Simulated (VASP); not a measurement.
Write the native input for VASP 6.6.1 that does the following.

```yaml
Task: single point
Functional: PBE
Potentials_or_basis: VASP PAW PBE potentials, release 64 (Ca_sv, P, O)
Cutoff: 520 eV
k_mesh: 6 × 6 × 6
Occupations: gaussian, width 0.1 eV
Spin: no spin polarisation
Dipole_correction: no
Further_INCAR_settings: ALGO = Normal; EDIFF = 1e-06; NBANDS = 63
```

The structure of Ca4PO lies in POSCAR:

```
Ca4PO
1.0
    0.0000000000      5.8401358003      5.8401358003
    5.8401358003      0.0000000000      5.8401358003
    5.8401358003      5.8401358003      0.0000000000
Ca P O
8 2 2
Direct
    0.1250000000      0.1250000000      0.1250000000
    0.6250000000      0.6250000000      0.6250000000
    0.1250000000      0.1250000000      0.6250000000
    0.6250000000      0.6250000000      0.1250000000
    0.1250000000      0.6250000000      0.1250000000
    0.6250000000      0.1250000000      0.6250000000
    0.6250000000      0.1250000000      0.1250000000
    0.1250000000      0.6250000000      0.6250000000
    0.0000000000      0.0000000000      0.0000000000
    0.2500000000      0.2500000000      0.2500000000
    0.5000000000      0.5000000000      0.5000000000
    0.7500000000      0.7500000000      0.7500000000
```

One way to write it, as run:

INCAR

```
SYSTEM = Ca4PO
ALGO = Normal ; EDIFF = 1E-6
ENCUT = 520 ; GGA = PE
ISIF = 2 ; ISMEAR = 0
LASPH = .TRUE. ; LCHARG = .FALSE.
LREAL = .FALSE. ; LWAVE = .FALSE.
NBANDS = 63 ; NELM = 100
PREC = Accurate ; SIGMA = 0.1
```

KPOINTS

```
k-points
0
G
  6 6 6
  0 0 0
```

Potentials or basis: VASP PAW PBE potentials, release 64 (Ca_sv, P, O).

Launch:

```console
$ cat potpaw_PBE.64/Ca_sv/POTCAR potpaw_PBE.64/P/POTCAR potpaw_PBE.64/O/POTCAR > POTCAR
$ mpirun -np 1 vasp_std > vasp.out
```

It gave:

| Item | Value |
| --- | --- |
| Pressure | 0.1 GPa |
| Band gap on the k mesh | zero (band 51 reaches 2.25 eV, above the bottom of band 52 at 1.78 eV) |

It took 26 min on 1 thread of AMD EPYC 7R13, with other jobs on the host, peak memory 0.73 GiB.
